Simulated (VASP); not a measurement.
Here is a VASP 6.6.1 calculation.

File INCAR:

```
SYSTEM = Ir
ALGO = Fast
EDIFF = 1E-6
EDIFFG = -0.01
ENCUT = 600
GGA = PE
IBRION = 2
ISIF = 3
ISMEAR = 0
LASPH = .True.
LCHARG = .False.
LREAL = .False.
LWAVE = .False.
NELM = 60
NSW = 80
PREC = Accurate
SIGMA = 0.1
```

Contents of KPOINTS:

```
k-points
0
Gamma
  12 12 16
  0 0 0
```

The input POSCAR:

```
Ir
1.0
    4.3796845605      0.0000000000      0.0000000000
   -2.1898422803      3.7929180900      0.0000000000
    0.0000000000      0.0000000000      2.6998906720
Ir
3
Direct
    0.0000000000      0.0000000000      0.0000000000
    0.3333333333      0.6666666667      0.5000000000
    0.6666666667      0.3333333333      0.5000000000
```

Potentials or basis: VASP PAW PBE potentials, release 64 (Ir).

Command:

```bash
$ cat potpaw_PBE.64/Ir/POTCAR > POTCAR
$ mpirun -np 1 vasp_std > vasp.out
```

Question: Predict the relaxed cell.

Answer: a = 4.384 Å, b = 4.384 Å, c = 2.699 Å, α = 90.00°, β = 90.00°, γ = 120.00°.

Question: Estimate the space group after relaxing (to 0.1 Å).

Answer: P6/mmm (No. 191).

Question: Estimate the band gap on the k mesh.

Answer: Zero (an odd number of electrons rules out a gap without spin polarisation).

Question: Predict the relaxed volume.

Answer: 14.98 Å³/atom.

The path:
```
step  energy change (eV)  largest force (eV/Å)  pressure (GPa)  volume (Å³)
   1              0.0000                0.0000            0.53        44.85
   2              0.0013                0.0000           -1.78        45.17
   3             -0.0002                0.0000           -0.02        44.93
   4             -0.0002                0.0000           -0.05        44.94
   5             -0.0002                0.0000           -0.07        44.94
   6             -0.0002                0.0000            0.04        44.92
   7             -0.0002                0.0000           -0.01        44.93
```

Caveat: spin-orbit coupling is left out, which moves the levels of the heavy elements.
